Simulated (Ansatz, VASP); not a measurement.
# One calculation of Be2Sb, two programs

```
Be Sb
1.0
     4.58541    0.00000    0.00000
     0.00000    4.54480    0.00000
     0.00000    0.00000    4.74693
Be Sb
4 2
Cartesian
  1.1764 2.2723 0.0000
  3.4091 2.2725 0.0000
  3.4691 0.0001 2.3735
  1.1163 4.5447 2.3735
  0.0000 0.0000 0.0000
  2.2927 2.2724 2.3735
```

Alike in both runs: functional PBE; k mesh 4 × 4 × 6; occupations gaussian, width 0.1 eV; no spin polarisation.

Ansatz relaxed the structure, and its values are those at the end. VASP's run is a single point on that final structure, the one shown.

|  | VASP | Ansatz |
| --- | --- | --- |
| version | VASP 6.6.1 | Ansatz 0.2.0 |
| potentials or method | VASP PAW PBE potentials, release 64 (Be, Sb_d_GW), cutoff 500 eV | scalar-relativistic, plane waves, PAW |
| valence electrons in the cell | 38 | 38 |

```tsv
	VASP	Ansatz	Ansatz less VASP
gap on the k mesh at the Fermi level (eV)	none	none	-
pressure (GPa)	0.2	0.1	-0.04
rms of the force components (eV/Å)	0.008	0.007	-0.0003
```

A gap of «none» marks a metal or a gap that the smearing closes. With one functional, cell and mesh, what is left measures potentials, basis and numerics.

Neither program's run includes spin-orbit coupling.
